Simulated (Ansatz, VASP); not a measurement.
Two plane-wave programs on C

Contents of INCAR:

```
ALGO     = Normal         # electronic algorithm
EDIFF    = 1E-7           # SCF threshold, eV
EDIFFG   = -0.002         # ionic threshold
ENCUT    = 600            # plane-wave cutoff, eV
GGA      = PE             # functional
GGA_COMPAT= False        
IBRION   = 2              # ionic algorithm
ISIF     = 3              # what is computed and relaxed
ISMEAR   = 0              # smearing method
LASPH    = True           # aspherical terms in the spheres
LCHARG   = False          # write CHGCAR
LREAL    = False          # projectors in reciprocal space
LWAVE    = False          # write WAVECAR
NELM     = 120            # most SCF steps
NELMIN   = 4            
NSW      = 80             # ionic steps
PREC     = Accurate       # precision mode
SIGMA    = 0.01           # smearing width, eV
```

KPOINTS

```
k-points
0
Gamma
  10 10 10
```

POSCAR

```
C
1.0
    0.0000000000      1.7850000000      1.7850000000
    1.7850000000      0.0000000000      1.7850000000
    1.7850000000      1.7850000000      0.0000000000
C
2
Direct
    0.0000000000      0.0000000000      0.0000000000
    0.2500000000      0.2500000000      0.2500000000
```

Input for Ansatz:

```yaml
crystal:
  lattice:
    - [0.0, 1.785, 1.785]
    - [1.785, 0.0, 1.785]
    - [1.785, 1.785, 0.0]
  atoms:
    - { symbol: C, position: [0.0, 0.0, 0.0] }
    - { symbol: C, position: [0.25, 0.25, 0.25] }
scf:
  occupations: { method: fixed }
output:
  forces: true
  stress: true
  eigenvalues: true
  write_density: true
  write_potential: true
  elf: true
  volumetric_format: npy
hamiltonian:
  xc: pbe
kpoints:
  mp_grid: { grid: [10, 10, 10] }
basis:
  ecutwfc: 560
relax:
  f_tol: 0.002
  max_steps: 60
  cell: { stress_tol: 0.02 }
```

Alike in both runs: task relaxation of cell and atoms; functional PBE; k mesh 10 × 10 × 10; no spin polarisation.

|  | VASP | Ansatz |
| --- | --- | --- |
| version | VASP 6.6.1 | Ansatz 0.2.0 |
| potentials or method | VASP PAW PBE potentials, release 64 (C), cutoff 600 eV | scalar-relativistic, plane waves, PAW |
| occupations | gaussian, width 0.01 eV | fixed |
| valence electrons in the cell | 8 | 8 |

|  | VASP | Ansatz | Ansatz less VASP |
| --- | --- | --- | --- |
| gap on the k mesh at the Fermi level, each at its own relaxed structure (eV) | 4.16 | 4.17 | +0.010 |
| relaxed volume (Å³/atom) | 5.69 | 5.70 | 0.000 |
| relaxed cell length with the largest relative difference (Å) | 2.525 | 2.526 | +0.0001 |
